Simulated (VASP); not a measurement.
# Al (Im-3m) in VASP: a series of runs

The runs below take Al through single point, relaxation of cell and atoms, with PBE.

Everything below comes from runs of VASP 6.6.1. Logs are shortened: lines on timing, memory, paths and dates and some standing lists are left out, and cuts for length are marked.

### Step 1. The cell of the first run

It takes space group Im-3m (No. 229, cubic). Conventional cell: a = 2.392 Å, b = 2.392 Å, c = 2.392 Å, α = 90.00°, β = 90.00°, γ = 90.00°. Within 2.7 Å of Al (site symmetry m-3m) lie 14 Al at 2.07 to 2.39 Å.

### Step 2. Single point, PBE

The input, INCAR:

```
SYSTEM = Al
PREC = Accurate
ENCUT = 520
EDIFF = 1E-6
ISMEAR = -1
SIGMA = 0.08
LREAL = .False.
LASPH = .True.
NELM = 100
ALGO = Normal
ISIF = 2
LWAVE = .False.
LCHARG = .True.
GGA = PE
LELF = .True.
LVHAR = .True.
NBANDS = 8
```

The input, KPOINTS:

```
regular mesh
0
Gamma
  22 22 22
  0 0 0
```

The input, POSCAR:

```
Al
1.0
   -1.1960075047      1.1960075047      1.1960075047
    1.1960075047     -1.1960075047      1.1960075047
    1.1960075047      1.1960075047     -1.1960075047
Al
1
Direct
    0.0000000000      0.0000000000      0.0000000000
```

Potentials or basis: VASP PAW PBE potentials, release 64 (Al).

The run is started by

```console
$ cat potpaw_PBE.64/Al/POTCAR > POTCAR
$ mpirun -np 1 vasp_std > vasp.out
```

OUTCAR:

```text
SYSTEM = Al
   PREC = Accurate
   ENCUT = 520
   EDIFF = 1E-6
   ISMEAR = -1
   LREAL = .False.
   LASPH = .True.
   NELM = 100
   ISIF = 2
   GGA = PE

 ion  position               nearest neighbor table
   1  0.000  0.000  0.000-

  LATTYP: Found a body centered cubic cell.
 ALAT       =     2.3920150094

  Lattice vectors:

 A1 = (  -1.1960075047,   1.1960075047,   1.1960075047)
 A2 = (   1.1960075047,  -1.1960075047,   1.1960075047)
 A3 = (   1.1960075047,   1.1960075047,  -1.1960075047)

Analysis of symmetry for initial positions (statically):
=====================================================================
 Subroutine PRICEL returns:
 Original cell was already a primitive cell.

 Routine SETGRP: Setting up the symmetry group for a
 body centered cubic supercell.

 Subroutine GETGRP returns: Found 48 space group operations
[... 9 lines left out ...]

 Routine SETGRP: Setting up the symmetry group for a
 body centered cubic supercell.

 Subroutine GETGRP returns: Found 48 space group operations
[... 11 lines left out ...]
                                     Primitive cell

  volume of cell :       6.8432

  direct lattice vectors                    reciprocal lattice vectors
    -1.196007505  1.196007505  1.196007505     0.000000000  0.418057577  0.418057577
     1.196007505 -1.196007505  1.196007505     0.418057577  0.000000000  0.418057577
     1.196007505  1.196007505 -1.196007505     0.418057577  0.418057577  0.000000000

  length of vectors
     2.071545764  2.071545764  2.071545764     0.591222696  0.591222696  0.591222696

  position of ions in fractional coordinates (direct lattice)
     0.000000000  0.000000000  0.000000000

  ion indices of the primitive-cell ions
   primitive index   ion index
                 1           1

----------------------------------------------------------------------------------------

 KPOINTS: regular mesh

Automatic generation of k-mesh.
 Grid dimensions read from file:
 generate k-points for:   22   22   22

 Generating k-lattice:

  Cartesian coordinates                     Fractional coordinates (reciprocal lattice)
     0.000000000  0.019002617  0.019002617     0.045454545  0.000000000  0.000000000
     0.019002617  0.000000000  0.019002617     0.000000000  0.045454545  0.000000000
     0.019002617  0.019002617  0.000000000     0.000000000  0.000000000  0.045454545

  Length of vectors
     0.026873759  0.026873759  0.026873759

  Shift w.r.t. Gamma in fractional coordinates (k-lattice)
     0.000000000  0.000000000  0.000000000

 Subroutine IBZKPT returns following result:
 ===========================================

 Found    328 irreducible k-points:

 Following reciprocal coordinates:
            Coordinates               Weight
  0.000000  0.000000  0.000000      1.000000
  0.045455  0.000000  0.000000     12.000000
  0.090909  0.000000  0.000000     12.000000
  0.136364  0.000000  0.000000     12.000000
  0.181818  0.000000  0.000000     12.000000
  0.227273  0.000000  0.000000     12.000000
[... 16 lines left out ...]
  0.090909  0.090909  0.000000     24.000000
  0.136364  0.090909 -0.000000     48.000000
 [... further k-points ...]
   k-points           NKPTS =    328   k-points in BZ     NKDIM =    328   number of bands    NBANDS=      8
   number of dos      NEDOS =    301   number of ions     NIONS =      1
   total plane-waves  NPLWV =   4096
   dimension x,y,z NGX =    16 NGY =   16 NGZ =   16
   dimension x,y,z NGXF=    32 NGYF=   32 NGZF=   32
   ions per type =               1
   NGX,Y,Z   is equivalent  to a cutoff of  12.84, 12.84, 12.84 a.u.
   NGXF,Y,Z  is equivalent  to a cutoff of  25.68, 25.68, 25.68 a.u.
 SYSTEM =  Al
   PREC   = accura    normal or accurate (medium, high low for compatibility)
   ISTART =      0    job   : 0-new  1-cont  2-samecut
   ICHARG =      2    charge: 1-file 2-atom 10-const
   ISPIN  =      1    spin polarized calculation?
   LNONCOLLINEAR =      F non collinear calculations
   LSORBIT =      F    spin-orbit coupling
   LASPH  =      T    aspherical Exc in radial PAW
   ENCUT  =  520.0 eV  38.22 Ry    6.18 a.u.   3.85  3.85  3.85*2*pi/ulx,y,z
   NELM   =    100;   NELMIN=  2; NELMDL= -5     # of ELM steps
   EDIFF  = 0.1E-05   stopping-criterion for ELM
   LREAL  =      F    real-space projection
   EDIFFG = 0.1E-04   stopping-criterion for IOM
   NSW    =      0    number of steps for IOM
   IBRION =     -1    ionic relax: 0-MD 1-quasi-New 2-CG
   NFREE  =      0    steps in history (QN), initial steepest desc. (CG)
   ISIF   =      2    stress and relaxation
   ISYM   =      2    0-nonsym 1-usesym 2-fastsym
   POTIM  = 0.5000    time-step for ionic-motion
   TEBEG  =    0.0;   TEEND  =   0.0 temperature during run
   PSTRESS=    0.0 pullay stress
   NELECT =       3.0000    total number of electrons
   NUPDOWN=      -1.0000    fix difference up-down
   EMIN   =  10.00;   EMAX   =-10.00  energy-range for DOS
   EFERMI =   0.00;   METHOD = LEGACY
   ISMEAR =    -1;   SIGMA  =   0.08  broadening in eV -4-tet -1-fermi 0-gaus
   EFERMI_NEDOS =   21; number of points for ismear=-14 and -15
   IALGO  =     38    algorithm
   IMIX   =      4    mixing-type and parameters
     AMIX     =   0.40;   BMIX     =  1.00
     AMIX_MAG =   1.60;   BMIX_MAG =  1.00
  volume/ion in A,a.u.               =       6.84        46.18
  Fermi-wavevector in a.u.,A,eV,Ry     =   1.243640  2.350139 21.043321  1.546640
  Thomas-Fermi vector in A             =   2.377942
   LORBIT       =      0    0 simple, 1 ext, 2 COOP (PROOUT), +10 PAW based schemes
   GGA     = PE    functional components
   LHFCALC =     F    Hartree Fock is set to
   AEXX    =    0.0000 exact exchange contribution
   IVDW    =     0    specifies the selected vdW correction
   LEPSILON=     F    determine dielectric tensor
   LRPA    =     F    only Hartree local field effects (RPA)
 non-spin polarized calculation
  energy-cutoff  :      520.00
  volume of cell :        6.84
 maximum number of plane-waves:       195
   NGX =  7   NGY =  7   NGZ =  7

 number of electron       3.0000000 magnetization

 Free energy of the ion-electron system (eV)
  ---------------------------------------------------
  ext. energy  EPLUGINS =         0.00000000
  ---------------------------------------------------
  free energy    TOTEN  =         2.25447138 eV

  energy without entropy =        2.25989367  energy(sigma->0) =        2.25718253

 E-fermi :  20.7203     XC(G=0): -13.9218

 val. band max:       20.7092714571   @ k =   0.2727   0.2273  -0.0000
 cond. band min:      20.7387573550   @ k =   0.2727   0.1364   0.0909
 fundamental gap:      0.0294858979
 Fermi energy:        20.7203030106

 k-point     1 :       0.0000    0.0000    0.0000
  band No.  band energies     occupation
      1       2.6609      2.00000
      2      41.1083      0.00000
      3      41.1083      0.00000
      4      41.1083      0.00000
      5      46.0463      0.00000
      6      46.0463      0.00000
      7      49.1678      0.00000
      8      49.1678      0.00000

 k-point     2 :       0.0455    0.0000    0.0000
  band No.  band energies     occupation
      1       2.7672      2.00000
      2      40.3092      0.00000
      3      40.5614      0.00000
      4      41.0708      0.00000
      5      44.7836      0.00000
      6      45.3733      0.00000
      7      49.9296      0.00000
      8      49.9752      0.00000

 k-point     3 :       0.0909    0.0000    0.0000
  band No.  band energies     occupation
      1       3.0849      2.00000
      2      37.9726      0.00000
      3      39.3198      0.00000
      4      40.9663      0.00000
      5      44.0460      0.00000
      6      44.1813      0.00000
      7      51.5060      0.00000
      8      51.8172      0.00000

 k-point     4 :       0.1364    0.0000    0.0000
  band No.  band energies     occupation
      1       3.6103      2.00000
      2      35.0161      0.00000
      3      37.8880      0.00000
      4      40.8148      0.00000
      5      43.0098      0.00000
      6      43.9727      0.00000
      7      52.9508      0.00000
      8      54.0436      0.00000

 k-point     5 :       0.1818    0.0000    0.0000
  band No.  band energies     occupation
      1       4.3376      2.00000
      2      32.0027      0.00000
      3      36.4947      0.00000
      4      40.6401      0.00000
      5      41.9671      0.00000
      6      44.0742      0.00000
      7      53.8207      0.00000
      8      53.9269      0.00000

 k-point     6 :       0.2273    0.0000    0.0000
  band No.  band energies     occupation
      1       5.2586      2.00000
      2      29.0847      0.00000
      3      35.2298      0.00000
      4      40.4632      0.00000
      5      41.0775      0.00000
      6      44.1546      0.00000
      7      53.9679      0.00000
      8      54.2170      0.00000

 k-point     7 :       0.2727    0.0000    0.0000
  band No.  band energies     occupation
      1       6.3635      2.00000
      2      26.3059      0.00000
      3      34.1323      0.00000
      4      40.3000      0.00000
      5      40.3439      0.00000
      6      44.1208      0.00000
      7      54.3501      0.00000
      8      54.4261      0.00000
[... 133 lines left out ...]
 k-point    20 :       0.3636    0.0455    0.0000
  band No.  band energies     occupation
      1       9.9153      2.00000
      2      20.0919      1.99922
      3      31.6191      0.00000
      4      39.4345      0.00000
      5      39.7046      0.00000
      6      44.3859      0.00000
      7      53.9507      0.00000
      8      57.7854      0.00000

 k-point    21 :       0.4091    0.0455    0.0000
  band No.  band energies     occupation
      1      11.5298      2.00000
      2      17.9030      2.00000
      3      31.2204      0.00000
      4      39.2038      0.00000
      5      39.5808      0.00000
      6      44.2221      0.00000
      7      54.1929      0.00000
      8      59.1859      0.00000

 k-point    22 :       0.4545    0.0455    0.0000
  band No.  band energies     occupation
      1      13.0682      2.00000
      2      16.0797      2.00000
      3      31.0206      0.00000
      4      39.0842      0.00000
      5      39.5217      0.00000
      6      44.1281      0.00000
      7      54.3134      0.00000
      8      60.7288      0.00000

 k-point    23 :       0.0909    0.0909    0.0000
  band No.  band energies     occupation
      1       3.9232      2.00000
      2      34.4089      0.00000
      3      35.8237      0.00000
      4      40.6236      0.00000
      5      42.5472      0.00000
      6      45.5573      0.00000
      7      52.0072      0.00000
      8      53.5218      0.00000

 k-point    24 :       0.1364    0.0909   -0.0000
  band No.  band energies     occupation
      1       4.6463      2.00000
      2      31.8107      0.00000
      3      34.2499      0.00000
      4      40.3108      0.00000
      5      42.2051      0.00000
      6      45.8017      0.00000
      7      52.7691      0.00000
      8      54.0629      0.00000

 [... further k-points ...]
[... 5 lines left out ...]
  --------------------------------------------------------------------------------------
  -------------------------------------------------------------------------------------
  Total       17.2584740     17.2584740     17.2584740     -0.0000000     -0.0000000      0.0000000
  in kB     4040.6503345   4040.6503345   4040.6503345     -0.0000000     -0.0000000      0.0000000
  external PRESSURE =    4040.6503345 kB  Pullay stress =       0.0000000 kB

 VOLUME and BASIS-vectors are now :
 -----------------------------------------------------------------------------
  energy-cutoff  :      520.00
  volume of cell :        6.84
      direct lattice vectors                 reciprocal lattice vectors
    -1.196007505  1.196007505  1.196007505     0.000000000  0.418057577  0.418057577
     1.196007505 -1.196007505  1.196007505     0.418057577  0.000000000  0.418057577
     1.196007505  1.196007505 -1.196007505     0.418057577  0.418057577  0.000000000

 POSITION                                       TOTAL-FORCE (eV/Angst)
 -----------------------------------------------------------------------------------
      0.00000      0.00000      0.00000        -0.000000      0.000000     -0.000000
 -----------------------------------------------------------------------------------
    total drift:                                0.000000     -0.000000      0.000000

  FREE ENERGIE OF THE ION-ELECTRON SYSTEM (eV)
  ---------------------------------------------------
  free  energy   TOTEN  =         2.2544713810 eV

  energy  without entropy=        2.2598936745  energy(sigma->0) =        2.25718253
```

It took 32 s on 1 thread of Intel Xeon 8259CL, shared host; peak memory 0.09 GiB.

Results:

```yaml
Free_energy: 2.2545 eV
Pressure: 404.1 GPa
```

### Step 3. Single point, PBE

The input, INCAR:

```
  PREC = Accurate
  ENCUT = 520
  EDIFF = 1E-6
  ISMEAR = -1
  SIGMA = 0.08
  LREAL = F
  LASPH = T
  NELM = 80
  ALGO = Normal
  ISIF = 2
  LWAVE = F
  LCHARG = F
  GGA = PE
  NBANDS = 8
```

The input, KPOINTS:

```
Automatic mesh
0
Gamma
  22 22 22
```

The input, POSCAR:

```
Al
1.0
   -1.1959062601      1.1959062601      1.1959062601
    1.1959062601     -1.1959062601      1.1959062601
    1.1959062601      1.1959062601     -1.1959062601
Al
1
Direct
    0.0000000000      0.0000000000      0.0000000000
```

Potentials or basis: VASP PAW PBE potentials, release 64 (Al).

The run is started by

```console
$ cat potpaw_PBE.64/Al/POTCAR > POTCAR
$ mpirun -np 1 vasp_std > vasp.out
```

It took 29 s on 1 thread of Intel Xeon 8259CL, shared host; peak memory 0.09 GiB.

It converged, with:

```yaml
Free_energy: 2.2589 eV
Pressure: 404.4 GPa
```

Levels at points of the mesh, in eV from the Fermi level:
| k point | band 1 | band 2 | band 3 | band 4 |
| --- | --- | --- | --- | --- |
| (0.00, 0.00, 0.00) | -18.06 | 20.39 | 20.39 | 20.39 |
| (0.50, 0.00, 0.00) | -7.36 | -5.10 | 10.86 | 18.06 |
| (0.50, 0.50, 0.50) | 0.83 | 0.83 | 5.51 | 5.51 |

### Step 4. Relaxation of cell and atoms, PBE, target pressure 400 GPa, at which the enthalpy is minimised

The input, INCAR:

```
SYSTEM = Al
ALGO = Normal ; EDIFF = 1E-6
EDIFFG = -0.005 ; ENCUT = 600
GGA = PE ; IBRION = 2
ISIF = 3 ; ISMEAR = -1
LASPH = .True. ; LCHARG = .False.
LREAL = .False. ; LWAVE = .False.
NELM = 60 ; NSW = 32
PREC = Accurate ; PSTRESS = 4000.0
SIGMA = 0.08
```

The input, KPOINTS:

```
k-points
0
Gamma
  22 22 22
  0 0 0
```

The input, POSCAR:

```
Al
1.0
   -1.1960075047      1.1960075047      1.1960075047
    1.1960075047     -1.1960075047      1.1960075047
    1.1960075047      1.1960075047     -1.1960075047
Al
1
Direct
    0.0000000000      0.0000000000      0.0000000000
```

The run is started by

```console
$ cat potpaw_PBE.64/Al/POTCAR > POTCAR
$ mpirun -np 1 vasp_std > vasp.out
```

Run time: 36 s. Hardware: 1 thread of Intel Xeon 8259CL, shared host; peak memory 0.1 GiB.

Results (log left out):

```yaml
Free_energy: 2.1968 eV
Relaxed_volume: 6.87 Å³/atom
Relaxed_cell: a = 2.074 Å, b = 2.074 Å, c = 2.074 Å, α = 109.47°, β = 109.47°, γ = 109.47°
Space_group_after_relaxing_to_0.05_Å: Im-3m (No. 229)
Energy_change_on_relaxing_the_enthalpy_is_what_falls: -57.4 meV/atom
Ionic_steps: 3
Pressure_after_relaxing: 400.0 GPa
```

Step by step:
```
step  energy change (eV)  largest force (eV/Å)  pressure (GPa)  volume (Å³)
   1              0.0000                0.0000          404.07         6.84
   2             -0.4218                0.0000          374.15         7.02
   3             -0.0574                0.0000          399.98         6.87
```

Final structure:
```cif
data_structure
_symmetry_space_group_name_H-M 'P 1'
_symmetry_Int_Tables_number 1
_cell_length_a 2.0739
_cell_length_b 2.0739
_cell_length_c 2.0739
_cell_angle_alpha 109.471
_cell_angle_beta 109.471
_cell_angle_gamma 109.471
_cell_volume 6.87
loop_
_atom_site_label
_atom_site_type_symbol
_atom_site_fract_x
_atom_site_fract_y
_atom_site_fract_z
_atom_site_occupancy
Al1 Al 0.00000 0.00000 0.00000 1
```

Levels at points of the mesh, in eV from the Fermi level:
```tsv
k point	band 1	band 2	band 3	band 4
(0.00, 0.00, 0.00)	-18.03	20.35	20.35	20.35
(0.50, 0.00, 0.00)	-7.35	-5.09	10.85	18.01
(0.50, 0.50, 0.50)	0.84	0.84	5.48	5.48
```

Caveat: the cell is relaxed towards a set pressure, so the enthalpy falls and the energy may rise.
